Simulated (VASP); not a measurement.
# Si62P (a cell with a defect): relaxation of the atoms with LDA

System: Si62P (a cell with a defect).

```
Si P
1.0
    10.86000    0.00000    0.00000
     0.00000   10.86000    0.00000
     0.00000    0.00000   10.86000
Si P
62 1
Direct
  0.50000 0.00000 0.00000
  0.62500 0.12500 0.12500
  0.75000 0.25000 0.00000
  0.87500 0.37500 0.12500
  0.87500 0.12500 0.37500
  0.00000 0.00000 0.00000
  0.12500 0.12500 0.12500
  0.25000 0.25000 0.00000
  0.37500 0.37500 0.12500
  0.50000 0.50000 0.00000
  0.62500 0.62500 0.12500
  0.75000 0.75000 0.00000
  0.25000 0.00000 0.25000
  0.37500 0.12500 0.37500
  0.50000 0.25000 0.25000
  0.62500 0.37500 0.37500
  0.75000 0.50000 0.25000
  0.87500 0.62500 0.37500
  0.50000 0.00000 0.50000
  0.62500 0.12500 0.62500
  0.75000 0.25000 0.50000
  0.87500 0.37500 0.62500
  0.75000 0.00000 0.75000
  0.87500 0.12500 0.87500
  0.00000 0.50000 0.00000
  0.12500 0.62500 0.12500
  0.25000 0.75000 0.00000
  0.37500 0.87500 0.12500
  0.00000 0.25000 0.25000
  0.12500 0.37500 0.37500
  0.25000 0.50000 0.25000
  0.37500 0.62500 0.37500
  0.50000 0.75000 0.25000
  0.62500 0.87500 0.37500
  0.00000 0.00000 0.50000
  0.12500 0.12500 0.62500
  0.25000 0.25000 0.50000
  0.37500 0.37500 0.62500
  0.50000 0.50000 0.50000
  0.62500 0.62500 0.62500
  0.75000 0.75000 0.50000
  0.87500 0.87500 0.62500
  0.25000 0.00000 0.75000
  0.37500 0.12500 0.87500
  0.50000 0.25000 0.75000
  0.62500 0.37500 0.87500
  0.75000 0.50000 0.75000
  0.87500 0.62500 0.87500
  0.00000 0.75000 0.25000
  0.12500 0.87500 0.37500
  0.00000 0.50000 0.50000
  0.12500 0.62500 0.62500
  0.25000 0.75000 0.50000
  0.37500 0.87500 0.62500
  0.00000 0.25000 0.75000
  0.12500 0.37500 0.87500
  0.25000 0.50000 0.75000
  0.37500 0.62500 0.87500
  0.50000 0.75000 0.75000
  0.62500 0.87500 0.87500
  0.00000 0.75000 0.75000
  0.12500 0.87500 0.87500
  0.87500 0.87500 0.12500
```

| Property | Result |
| --- | --- |
| Program | VASP 6.6.1 |
| Task | relaxation of the atoms |
| Functional | LDA |
| Potentials or basis | VASP PAW LDA potentials, release 64 (Si, P) |
| Cutoff | 520 eV |
| k mesh | 1 × 1 × 1 |
| Occupations | fermi-dirac, width 0.05 eV |
| Spin | no spin polarisation |
| Dipole correction | no |
| Charge | 1 |
| Further INCAR settings | LREAL = Auto; ALGO = Normal; EDIFF = 1e-06; IBRION = 2; EDIFFG = -0.03; NSW = 80; NELECT = 252.0 |

* Energy gained by relaxing: 3.1 meV/atom
* Ionic steps: 15
* Largest force after relaxing: 0.027 eV/Å

Forces on the atoms (eV/Å):
```
Si  -0.003  0.002  0.005
Si   0.006 -0.006  0.001
Si  -0.002  0.003  0.005
Si  -0.002  0.001  0.002
Si  -0.001 -0.006 -0.006
Si   0.010  0.003 -0.010
Si   0.007 -0.007  0.002
Si   0.002  0.001  0.007
Si  -0.008  0.008  0.012
Si  -0.001 -0.002  0.007
Si   0.007 -0.007  0.002
Si  -0.003 -0.010 -0.010
Si  -0.002 -0.002 -0.002
Si  -0.007  0.001  0.001
Si  -0.006  0.006  0.004
Si  -0.001  0.007  0.001
Si   0.002  0.002 -0.002
Si  -0.002 -0.007 -0.007
Si  -0.006  0.004  0.006
Si  -0.001  0.001  0.007
Si  -0.004  0.006  0.006
Si  -0.012  0.008  0.008
Si   0.002 -0.002  0.002
Si  -0.002 -0.007 -0.007
Si  -0.003  0.019  0.003
Si   0.012 -0.012 -0.006
Si  -0.019  0.003  0.003
Si  -0.001  0.002  0.002
Si  -0.005  0.003  0.002
Si   0.005  0.004 -0.010
Si  -0.006  0.006  0.003
Si  -0.004 -0.005 -0.010
Si  -0.003  0.005  0.002
Si   0.006  0.001 -0.006
Si  -0.005  0.002  0.003
Si   0.005 -0.010  0.004
Si   0.001  0.001  0.001
Si   0.016 -0.016 -0.016
Si  -0.001 -0.001  0.001
Si   0.010 -0.005  0.004
Si  -0.002  0.005  0.003
Si  -0.002  0.002  0.001
Si  -0.006  0.003  0.006
Si  -0.004 -0.010 -0.005
Si  -0.001  0.001 -0.001
Si   0.010  0.004 -0.005
Si  -0.003  0.006  0.006
Si   0.006 -0.012 -0.012
Si   0.010 -0.010  0.003
Si   0.007  0.002 -0.007
Si  -0.007 -0.002  0.001
Si   0.001 -0.001 -0.011
Si   0.002  0.007  0.001
Si  -0.008  0.012  0.008
Si  -0.007  0.001 -0.002
Si   0.001 -0.011 -0.001
Si  -0.006  0.006  0.006
Si   0.011 -0.001 -0.001
Si  -0.001  0.007 -0.002
Si   0.007  0.002 -0.007
Si  -0.003  0.003  0.019
Si   0.012 -0.006 -0.012
P    0.002 -0.002 -0.002
```

The path:
```tsv
step	energy change (eV)	largest force (eV/Å)	pressure (GPa)
1	0.0000	0.5992	-2.46
2	-0.1132	0.2899	-2.47
3	-0.1173	0.2223	-2.46
4	-0.1495	0.1380	-2.47
5	-0.1607	0.1753	-2.47
6	-0.1744	0.1306	-2.48
7	-0.1772	0.1035	-2.48
8	-0.1851	0.0642	-2.49
9	-0.1866	0.0911	-2.50
10	-0.1923	0.0640	-2.50
11	-0.1931	0.0811	-2.51
12	-0.1958	0.0409	-2.50
13	-0.1962	0.0484	-2.50
14	-0.1975	0.0330	-2.50
15	-0.1975	0.0273	-2.50
```

Final structure:
```xyz
63
Lattice="10.8600 0.0000 0.0000 0.0000 10.8600 0.0000 0.0000 0.0000 10.8600" Properties=species:S:1:pos:R:3 pbc="T T T"
Si    5.4685   10.8414    0.0325
Si    6.7504    1.3946    1.3924
Si    8.1636    2.6765    0.0325
Si    9.5059    4.0706    1.3541
Si    9.4676    1.3946    4.1096
Si   10.8449   10.7640    0.0151
Si    1.3314    1.3120    1.3577
Si    2.7039    2.6950    0.0118
Si    4.0676    4.0774    1.3519
Si    5.4500    5.4411    0.0118
Si    6.8330    6.8136    1.3577
Si    8.2410    8.1601    0.0151
Si    2.7214   10.8580    2.7130
Si    4.0512    1.3673    4.0823
Si    5.4193    2.7257    2.7422
Si    6.7777    4.0938    4.0823
Si    8.1470    5.4236    2.7130
Si    9.5023    6.8136    4.0270
Si    5.4193    0.0272    5.4407
Si    6.7777    1.3673    6.8088
Si    8.1178    2.7257    5.4407
Si    9.5081    4.0774    6.7924
Si    8.1470   10.8580    8.1386
Si    9.5023    1.3120    9.5286
Si    0.0142    5.4084   10.8458
Si    1.3678    6.7772    1.3302
Si    2.7366    8.1308   10.8458
Si    4.0744    9.4991    1.3541
Si   10.8275    2.6765    2.6964
Si    1.3345    4.0644    4.0785
Si    2.7175    5.4275    2.7111
Si    4.0806    6.8105    4.0785
Si    5.4685    8.1775    2.6964
Si    6.7504    9.5374    4.1096
Si   10.8275   10.8414    5.3915
Si    1.3345    1.3635    6.7794
Si    2.6977    2.7206    5.4356
Si    4.0670    4.0780    6.7930
Si    5.4244    5.4473    5.4356
Si    6.7815    6.8105    6.7794
Si    8.1636    8.1775    5.3915
Si    9.5059    9.4991    6.7856
Si    2.7175   10.8561    8.1425
Si    4.0806    1.3635    9.5255
Si    5.4244    2.7206    8.1623
Si    6.7815    4.0644    9.5255
Si    8.1489    5.4275    8.1425
Si    9.5298    6.7772    9.4922
Si   10.8449    8.1601    2.6190
Si    1.3314    9.5027    4.0270
Si   10.8482    5.4411    5.4100
Si    1.3640    6.7810    6.7715
Si    2.7039    8.1568    5.4100
Si    4.0676    9.4969    6.7924
Si   10.8482    2.6950    8.1561
Si    1.3640    4.0565    9.4960
Si    2.7187    5.4263    8.1413
Si    4.0885    6.7810    9.4960
Si    5.4500    8.1568    8.1561
Si    6.8330    9.5027    9.5286
Si    0.0142    8.1308    8.1234
Si    1.3678    9.4752    9.4922
P     9.4748    9.5302    1.3852
```

Levels at points of the mesh, in eV from the Fermi level:
```tsv
k point	band 123	band 124	band 125	band 126	band 127	band 128	band 129	band 130
(0.00, 0.00, 0.00)	-0.91	-0.61	-0.61	-0.18	0.23	0.23	0.31	0.32
```

Wall time 11 min on 4 MPI ranks on AMD EPYC 7R13 Processor (Zen 3), on a shared host, peak memory 0.32 GiB a rank.

Caveat: the k points lie up to 0.58 Å⁻¹ apart; the cell carries a net charge on a neutralising background, which shifts energy and pressure; the cell is charged against a uniform background, so pressure and absolute levels hang on convention.
